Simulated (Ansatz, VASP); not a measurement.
**YF in VASP and in Ansatz**

```
CELL_PARAMETERS angstrom
1.88392 1.08768 6.44371
-1.88392 1.08768 6.44371
0.00000 -2.17536 6.44371
ATOMIC_POSITIONS crystal
Y 0.24087 0.24087 0.24087
Y 0.75913 0.75913 0.75913
F 0.37077 0.37077 0.37077
F 0.62923 0.62923 0.62923
```

Alike in both runs: functional PBE; k mesh 12 × 12 × 12; occupations gaussian, width 0.1 eV; no spin polarisation.

Ansatz relaxed the structure, and its values are those at the end. VASP's run is a single point on that final structure, the one shown.

```csv
,VASP,Ansatz
version,VASP 6.6.1,Ansatz 0.2.0
potentials or method,"VASP PAW PBE potentials, release 64 (Y_sv, F), cutoff 520 eV","scalar-relativistic, plane waves, PAW"
valence electrons in the cell,36,36
```

```csv
,VASP,Ansatz,Ansatz less VASP
gap on the k mesh at the Fermi level (eV),none,none,-
pressure (GPa),-0.1,0.0,+0.11
rms of the force components (eV/Å),0.005,0.000,-0.0046
```

A gap of «none» marks a metal or a gap that the smearing closes.
